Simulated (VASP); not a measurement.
# Si (Fd-3m) in VASP: a series of runs

Si is run at these levels: BLYP; tasks: single point, relaxation of cell and atoms.

All numbers are computed with VASP 6.6.1; they aren't measurements. Logs are shortened: lines on timing, memory, paths and dates and some standing lists are left out, and cuts for length are marked.

### Step 1. The cell of the first run

It takes space group Fd-3m (No. 227, cubic). Conventional cell: a = 5.605 Å, b = 5.605 Å, c = 5.605 Å, α = 90.00°, β = 90.00°, γ = 90.00°. Si (site symmetry -43m) has 4 Si at 2.43 Å within 3.2 Å.

### Step 2. Single point, BLYP (volume scaled by 1.04)

Input file INCAR:

```
SYSTEM = Si
  PREC = Accurate
  ENCUT = 520
  EDIFF = 1E-7
  ISMEAR = -1
  SIGMA = 0.05
  LREAL = .FALSE.
  LASPH = .TRUE.
  NELM = 100
  ALGO = Normal
  ISIF = 2
  LWAVE = .FALSE.
  LCHARG = .FALSE.
  GGA = B5
  ALDAX = 1.0
  AGGAX = 1.0
  AGGAC = 1.0
  ALDAC = 0.0
  NBANDS = 11
```

Input file KPOINTS:

```
Automatic mesh
0
G
  9 9 9
  0 0 0
```

Input file POSCAR:

```
Si
1.0
    0.0000000000      2.8027120245      2.8027120245
    2.8027120245      0.0000000000      2.8027120245
    2.8027120245      2.8027120245      0.0000000000
Si
2
Direct
    0.5000000000      0.5000000000      0.5000000000
    0.7500000000      0.7500000000      0.7500000000
```

Potentials or basis: VASP PAW PBE potentials, release 64 (Si).

Run with:

```bash
$ cat potpaw_PBE.64/Si/POTCAR > POTCAR
$ mpirun -np 1 vasp_std > vasp.out
```

OUTCAR:

```text
SYSTEM = Si
   PREC = Accurate
   ENCUT = 520
   EDIFF = 1E-7
   ISMEAR = -1
   LREAL = .FALSE.
   LASPH = .TRUE.
   NELM = 100
   ISIF = 2
   GGA = B5

 ion  position               nearest neighbor table
   1  0.500  0.500  0.500-   2 2.43   2 2.43   2 2.43   2 2.43
   2  0.750  0.750  0.750-   1 2.43   1 2.43   1 2.43   1 2.43

  LATTYP: Found a face centered cubic cell.
 ALAT       =     5.6054240490

  Lattice vectors:

 A1 = (   0.0000000000,   2.8027120245,   2.8027120245)
 A2 = (   2.8027120245,   0.0000000000,   2.8027120245)
 A3 = (   2.8027120245,   2.8027120245,   0.0000000000)

Analysis of symmetry for initial positions (statically):
=====================================================================
 Subroutine PRICEL returns:
 Original cell was already a primitive cell.

 Routine SETGRP: Setting up the symmetry group for a
 face centered cubic supercell.

 Subroutine GETGRP returns: Found 48 space group operations
 (whereof 24 operations were pure point group operations)
 out of a pool of 48 trial point group operations.

The static configuration has the point symmetry T_d .
 The point group associated with its full space group is O_h .

Analysis of symmetry for dynamics (positions and initial velocities):
=====================================================================
 Subroutine PRICEL returns:
 Original cell was already a primitive cell.

 Routine SETGRP: Setting up the symmetry group for a
 face centered cubic supercell.

 Subroutine GETGRP returns: Found 48 space group operations
 (whereof 24 operations were pure point group operations)
 out of a pool of 48 trial point group operations.

The dynamic configuration has the point symmetry T_d .
 The point group associated with its full space group is O_h .

 Subroutine INISYM returns: Found 48 space group operations
 (whereof 24 operations are pure point group operations),
 and found     1 'primitive' translations

----------------------------------------------------------------------------------------

                                     Primitive cell

  volume of cell :      44.0317

  direct lattice vectors                    reciprocal lattice vectors
     0.000000000  2.802712024  2.802712024    -0.178398635  0.178398635  0.178398635
     2.802712024  0.000000000  2.802712024     0.178398635 -0.178398635  0.178398635
     2.802712024  2.802712024  0.000000000     0.178398635  0.178398635 -0.178398635

  length of vectors
     3.963633356  3.963633356  3.963633356     0.308995500  0.308995500  0.308995500

  position of ions in fractional coordinates (direct lattice)
     0.500000000  0.500000000  0.500000000
     0.750000000  0.750000000  0.750000000

  ion indices of the primitive-cell ions
   primitive index   ion index
                 1           1
                 2           2

----------------------------------------------------------------------------------------

 KPOINTS: Automatic mesh

Automatic generation of k-mesh.
 Grid dimensions read from file:
 generate k-points for:    9    9    9

 Generating k-lattice:

  Cartesian coordinates                     Fractional coordinates (reciprocal lattice)
    -0.019822071  0.019822071  0.019822071     0.111111111  0.000000000  0.000000000
     0.019822071 -0.019822071  0.019822071     0.000000000  0.111111111  0.000000000
     0.019822071  0.019822071 -0.019822071     0.000000000  0.000000000  0.111111111

  Length of vectors
     0.034332833  0.034332833  0.034332833

  Shift w.r.t. Gamma in fractional coordinates (k-lattice)
     0.000000000  0.000000000  0.000000000

 Subroutine IBZKPT returns following result:
 ===========================================

 Found     35 irreducible k-points:

 Following reciprocal coordinates:
            Coordinates               Weight
  0.000000  0.000000  0.000000      1.000000
  0.111111  0.000000  0.000000      8.000000
  0.222222  0.000000  0.000000      8.000000
  0.333333  0.000000  0.000000      8.000000
  0.444444  0.000000  0.000000      8.000000
  0.111111  0.111111  0.000000      6.000000
[... 16 lines left out ...]
 -0.333333  0.333333  0.000000     12.000000
  0.444444  0.444444  0.000000      6.000000
 [... further k-points ...]
   k-points           NKPTS =     35   k-points in BZ     NKDIM =     35   number of bands    NBANDS=     11
   number of dos      NEDOS =    301   number of ions     NIONS =      2
   total plane-waves  NPLWV =  27000
   dimension x,y,z NGX =    30 NGY =   30 NGZ =   30
   dimension x,y,z NGXF=    60 NGYF=   60 NGZF=   60
   ions per type =               2
   NGX,Y,Z   is equivalent  to a cutoff of  12.58, 12.58, 12.58 a.u.
   NGXF,Y,Z  is equivalent  to a cutoff of  25.17, 25.17, 25.17 a.u.
 SYSTEM =  Si
   PREC   = accura    normal or accurate (medium, high low for compatibility)
   ISTART =      0    job   : 0-new  1-cont  2-samecut
   ICHARG =      2    charge: 1-file 2-atom 10-const
   ISPIN  =      1    spin polarized calculation?
   LNONCOLLINEAR =      F non collinear calculations
   LSORBIT =      F    spin-orbit coupling
   LASPH  =      T    aspherical Exc in radial PAW
   ENCUT  =  520.0 eV  38.22 Ry    6.18 a.u.   7.37  7.37  7.37*2*pi/ulx,y,z
   NELM   =    100;   NELMIN=  2; NELMDL= -5     # of ELM steps
   EDIFF  = 0.1E-06   stopping-criterion for ELM
   LREAL  =      F    real-space projection
   EDIFFG = 0.1E-05   stopping-criterion for IOM
   NSW    =      0    number of steps for IOM
   IBRION =     -1    ionic relax: 0-MD 1-quasi-New 2-CG
   NFREE  =      0    steps in history (QN), initial steepest desc. (CG)
   ISIF   =      2    stress and relaxation
   ISYM   =      2    0-nonsym 1-usesym 2-fastsym
   POTIM  = 0.5000    time-step for ionic-motion
   TEBEG  =    0.0;   TEEND  =   0.0 temperature during run
   PSTRESS=    0.0 pullay stress
   NELECT =       8.0000    total number of electrons
   NUPDOWN=      -1.0000    fix difference up-down
   EMIN   =  10.00;   EMAX   =-10.00  energy-range for DOS
   EFERMI =   0.00;   METHOD = LEGACY
   ISMEAR =    -1;   SIGMA  =   0.05  broadening in eV -4-tet -1-fermi 0-gaus
   EFERMI_NEDOS =   21; number of points for ismear=-14 and -15
   IALGO  =     38    algorithm
   IMIX   =      4    mixing-type and parameters
     AMIX     =   0.40;   BMIX     =  1.00
     AMIX_MAG =   1.60;   BMIX_MAG =  1.00
  volume/ion in A,a.u.               =      22.02       148.57
  Fermi-wavevector in a.u.,A,eV,Ry     =   0.927220  1.752193 11.697443  0.859738
  Thomas-Fermi vector in A             =   2.053267
   LORBIT       =      0    0 simple, 1 ext, 2 COOP (PROOUT), +10 PAW based schemes
   GGA     = B5    functional components
   LHFCALC =     F    Hartree Fock is set to
   AEXX    =    0.0000 exact exchange contribution
   IVDW    =     0    specifies the selected vdW correction
   LEPSILON=     F    determine dielectric tensor
   LRPA    =     F    only Hartree local field effects (RPA)
 non-spin polarized calculation
  energy-cutoff  :      520.00
  volume of cell :       44.03
 maximum number of plane-waves:      1243
 NGX is ok and might be reduce to    30
   NGX = 15   NGY = 15   NGZ = 15

 number of electron       7.9999999 magnetization

 Free energy of the ion-electron system (eV)
  ---------------------------------------------------
  ext. energy  EPLUGINS =         0.00000000
  ---------------------------------------------------
  free energy    TOTEN  =        -9.47619621 eV

  energy without entropy =       -9.47619517  energy(sigma->0) =       -9.47619569

 E-fermi :   5.7620     XC(G=0):  -8.3973

 val. band max:        5.3014322638   @ k =   0.0000   0.0000   0.0000
 cond. band min:       6.2591101593   @ k =   0.4444   0.4444   0.0000
 fundamental gap:      0.9576778956
 Fermi energy:         5.7619764648

 k-point     1 :       0.0000    0.0000    0.0000
  band No.  band energies     occupation
      1      -5.9604      2.00000
      2       5.3014      1.99980
      3       5.3014      1.99980
      4       5.3014      1.99980
      5       7.5399      0.00000
      6       7.9469      0.00000
      7       7.9469      0.00000
      8       7.9469      0.00000
      9      13.1666      0.00000
     10      13.1666      0.00000
     11      13.1955      0.00000

 k-point     2 :       0.1111    0.0000    0.0000
  band No.  band energies     occupation
      1      -5.8133      2.00000
      2       3.9740      2.00000
      3       5.0961      2.00000
      4       5.0961      2.00000
      5       7.5834      0.00000
      6       8.2549      0.00000
      7       8.2549      0.00000
      8       9.0220      0.00000
      9      12.7999      0.00000
     10      12.7999      0.00000
     11      13.7819      0.00000

 k-point     3 :       0.2222    0.0000    0.0000
  band No.  band energies     occupation
      1      -5.3827      2.00000
      2       2.0388      2.00000
      3       4.7142      2.00000
      4       4.7142      2.00000
      5       7.1734      0.00000
      6       8.7654      0.00000
      7       8.7654      0.00000
      8      10.9856      0.00000
      9      12.5783      0.00000
     10      12.5783      0.00000
     11      14.3867      0.00000

 k-point     4 :       0.3333    0.0000    0.0000
  band No.  band energies     occupation
      1      -4.7181      2.00000
      2       0.2887      2.00000
      3       4.4000      2.00000
      4       4.4000      2.00000
      5       6.8108      0.00000
      6       8.9221      0.00000
      7       8.9221      0.00000
      8      12.7863      0.00000
      9      13.3339      0.00000
     10      13.3339      0.00000
     11      14.1400      0.00000

 k-point     5 :       0.4444    0.0000    0.0000
  band No.  band energies     occupation
      1      -4.0315      2.00000
      2      -0.9563      2.00000
      3       4.2335      2.00000
      4       4.2335      2.00000
      5       6.6136      0.00000
      6       8.8519      0.00000
      7       8.8519      0.00000
      8      13.2116      0.00000
      9      14.9503      0.00000
     10      14.9503      0.00000
     11      15.3879      0.00000
[... 211 lines left out ...]
 k-point    21 :       0.4444    0.3333    0.0000
  band No.  band energies     occupation
      1      -3.5606      2.00000
      2      -0.5975      2.00000
      3       2.5457      2.00000
      4       3.0145      2.00000
      5       6.5936      0.00000
      6       7.6101      0.00000
      7      12.4251      0.00000
      8      12.6150      0.00000
      9      15.8464      0.00000
     10      16.3625      0.00000
     11      16.6007      0.00000

 k-point    22 :      -0.4444    0.3333    0.0000
  band No.  band energies     occupation
      1      -2.8651      2.00000
      2      -1.4016      2.00000
      3       1.7726      2.00000
      4       3.1074      2.00000
      5       6.7916      0.00000
      6       9.0473      0.00000
      7      12.2150      0.00000
      8      12.3105      0.00000
      9      14.2540      0.00000
     10      14.6780      0.00000
     11      18.1849      0.00000

 k-point    23 :      -0.3333    0.3333    0.0000
  band No.  band energies     occupation
      1      -3.0363      2.00000
      2      -1.2114      2.00000
      3       1.4590      2.00000
      4       3.4230      2.00000
      5       7.1301      0.00000
      6      11.1302      0.00000
      7      11.5575      0.00000
      8      11.9857      0.00000
      9      12.1749      0.00000
     10      13.0898      0.00000
     11      19.2798      0.00000

 k-point    24 :       0.4444    0.4444    0.0000
  band No.  band energies     occupation
      1      -2.9433      2.00000
      2      -1.3854      2.00000
      3       2.8073      2.00000
      4       2.8073      2.00000
      5       6.2591      0.00010
      6       6.6682      0.00000
      7      14.0878      0.00000
      8      14.0878      0.00000
      9      16.2848      0.00000
     10      16.6675      0.00000
     11      16.6679      0.00000

 [... further k-points ...]
[... 5 lines left out ...]
  --------------------------------------------------------------------------------------
  -------------------------------------------------------------------------------------
  Total       -0.7404681     -0.7404681     -0.7404681      0.0000000      0.0000000      0.0000000
  in kB      -26.9433435    -26.9433435    -26.9433435      0.0000000      0.0000000      0.0000000
  external PRESSURE =     -26.9433435 kB  Pullay stress =       0.0000000 kB

 VOLUME and BASIS-vectors are now :
 -----------------------------------------------------------------------------
  energy-cutoff  :      520.00
  volume of cell :       44.03
      direct lattice vectors                 reciprocal lattice vectors
     0.000000000  2.802712024  2.802712024    -0.178398635  0.178398635  0.178398635
     2.802712024  0.000000000  2.802712024     0.178398635 -0.178398635  0.178398635
     2.802712024  2.802712024  0.000000000     0.178398635  0.178398635 -0.178398635

 POSITION                                       TOTAL-FORCE (eV/Angst)
 -----------------------------------------------------------------------------------
      2.80271      2.80271      2.80271        -0.000000     -0.000000     -0.000000
      4.20407      4.20407      4.20407         0.000000      0.000000      0.000000
 -----------------------------------------------------------------------------------
    total drift:                                0.000000     -0.000000     -0.000000

  FREE ENERGIE OF THE ION-ELECTRON SYSTEM (eV)
  ---------------------------------------------------
  free  energy   TOTEN  =        -9.4761962103 eV

  energy  without entropy=       -9.4761951730  energy(sigma->0) =       -9.47619569
```

Wall time 14 s (1 thread of Intel Xeon Platinum 8559C (Emerald Rapids), shared host); peak memory 0.16 GiB.

Results:

```
Free energy            : -9.4762 eV
Pressure               : -2.7 GPa
Band gap on the k mesh : 0.96 eV, indirect (least direct gap 2.24 eV)
```

Levels at points of the mesh, in eV from the valence-band top:
```csv
k point,band 1,band 2,band 3,band 4,band 5,band 6,band 7,band 8
"(0.00, 0.00, 0.00)",-11.26,0.00,0.00,0.00,2.24,2.65,2.65,2.65
```

Caveat: the PAW data sets were made with another functional, which shifts forces and pressure a little. A k mesh can miss the band edges.

[end of part 1 of 2]
